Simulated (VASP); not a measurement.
The system is CuGe2.

```
Cu Ge
1.0
    -1.31622    1.31622    4.57073
     1.31622   -1.31622    4.57073
     1.31622    1.31622   -4.57073
Cu Ge
1 2
Direct
  0.00000 0.00000 0.00000
  0.34000 0.34000 0.00000
  0.66000 0.66000 0.00000
```

* Program: VASP 6.6.1
* Task: relaxation of cell and atoms
* Functional: PBE
* Potentials or basis: VASP PAW PBE potentials, release 64 (Cu, Ge_d)
* Cutoff: 600 eV
* k mesh: 10 × 10 × 10
* Occupations: gaussian, width 0.1 eV
* Spin: no spin polarisation

At the start: pressure 105.0 GPa; volume 10.56 Å³/atom.

Task: How do energy, volume and symmetry change on relaxing?

Result: Over 17 steps the energy falls by 1331.3 meV/atom and the volume is 16.98 Å³/atom (+60.8 %); space group I4/mmm (No. 139, to 0.1 Å) before and after.

The path:
```
step  energy change (eV)  largest force (eV/Å)  pressure (GPa)  volume (Å³)
   1              0.0000                0.8862          104.98        31.67
   2             -2.3229                0.3206          -12.93        75.11
   3             -3.8678                0.4413           -1.26        49.92
   4             -3.8696                0.4414           -0.70        49.50
   5             -3.8695                0.4410            0.01        49.09
   6             -3.8954                0.3038            0.29        48.99
   7             -3.9161                0.1742            0.77        48.83
   8             -3.9470                0.0487            2.09        48.45
   9             -3.8977                0.6058            7.78        47.48
  10             -3.9542                0.1139            3.54        48.24
  11             -3.9740                0.1043            1.83        49.16
  12             -3.9851                0.0555            0.34        50.19
  13             -3.9834                0.0265           -2.24        52.26
  14             -3.9890                0.0163           -0.89        51.06
  15             -3.9921                0.0231           -0.55        51.04
  16             -3.9937                0.0319           -0.36        51.01
  17             -3.9940                0.0422           -0.11        50.94
```

Final structure:
```
CELL_PARAMETERS angstrom
-1.42770 1.42770 6.24802
1.42770 -1.42770 6.24802
1.42770 1.42770 -6.24802
ATOMIC_POSITIONS crystal
Cu 0.00000 0.00000 0.00000
Ge 0.35888 0.35888 0.00000
Ge 0.64112 0.64112 0.00000
```

Caveat: the volume moved by over 15 % at a fixed basis, so the end points are rough; an odd number of electrons without spin polarisation forces a metal; a magnetic or distorted state may lie lower; the relaxation stopped at a loose force limit of 0.05 eV/Å, so its end isn't a converged minimum.
